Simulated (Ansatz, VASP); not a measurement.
**ZnO in VASP and in Ansatz**

Contents of INCAR:

```
SYSTEM = ZnO
PREC = Accurate
ENCUT = 520
EDIFF = 1E-8
ISMEAR = -1
SIGMA = 0.02
LREAL = .FALSE.
LASPH = .TRUE.
NELM = 120
ALGO = Normal
ISIF = 2
LWAVE = .FALSE.
LCHARG = .FALSE.
LEFG = .TRUE.
NBANDS = 26
GGA_COMPAT = .FALSE.
```

Contents of KPOINTS:

```
Automatic mesh
0
G
  11 11 6
  0 0 0
```

POSCAR

```
ZnO
1.0
    3.2493987239      0.0000000000      0.0000000000
   -1.6246993619      2.8140618419      0.0000000000
    0.0000000000      0.0000000000      5.1517620000
Zn O
2 2
Direct
    0.3333333333      0.6666666667      0.0000000000
    0.6666666667      0.3333333333      0.5000000000
    0.3333333333      0.6666666667      0.3821000000
    0.6666666667      0.3333333333      0.8821000000
```

Input for Ansatz:

```yaml
crystal:
  lattice:
    - [3.2493987239, 0.0, 0.0]
    - [-1.6246993619, 2.8140618419, 0.0]
    - [0.0, 0.0, 5.151762]
  atoms:
    - { symbol: Zn, position: [0.3333333333, 0.6666666667, 0.0] }
    - { symbol: Zn, position: [0.6666666667, 0.3333333333, 0.5] }
    - { symbol: O, position: [0.3333333333, 0.6666666667, 0.3821] }
    - { symbol: O, position: [0.6666666667, 0.3333333333, 0.8821] }
kpoints:
  mp_grid: { grid: [11, 11, 6] }
scf:
  occupations: { method: fermi_dirac, width: 0.02 }
hamiltonian:
  xc: lda
  pseudopotentials: { kind: all_electron, datasets: crystal }
output:
  forces: true
  stress: true
  eigenvalues: true
  efg: { contact_densities: true }
```

Change from the starting cell: zz strain of -1 %, crystal datasets.

Alike in both runs: task electric field gradients; functional LDA; k mesh 11 × 11 × 6; occupations fermi-dirac, width 0.02 eV; no spin polarisation.

```csv
,VASP,Ansatz
version,VASP 6.6.1,Ansatz 0.2.0
potentials or method,"VASP PAW LDA potentials, release 64 (Zn, O), cutoff 520 eV","all-electron PAW with datasets made for the crystal, scalar-relativistic"
```

Ansatz gave:

```
gap on the k mesh at the Fermi level (eV)                     : 0.78
pressure (GPa)                                                : -5.7
traceless stress, the component that is largest in VASP (GPa) : 1.86
rms of the force components (eV/Å)                            : 0.022
size of Vzz on the site where it differs most (V/Å²)          : 4.5
```

Estimate VASP's values.

gap on the k mesh at the Fermi level (eV): 0.77; pressure (GPa): -4.6; traceless stress, the component that is largest in VASP (GPa): 1.90; rms of the force components (eV/Å): 0.025; size of Vzz on the site where it differs most (V/Å²): 4.7.

LDA's correlation is that of Perdew and Zunger in VASP and of Perdew and Wang (1992) in Ansatz. Atom by atom the forces differ by 0.003 eV/Å (rms over components). Ansatz ran all-electron here, and VASP with PAW potentials.
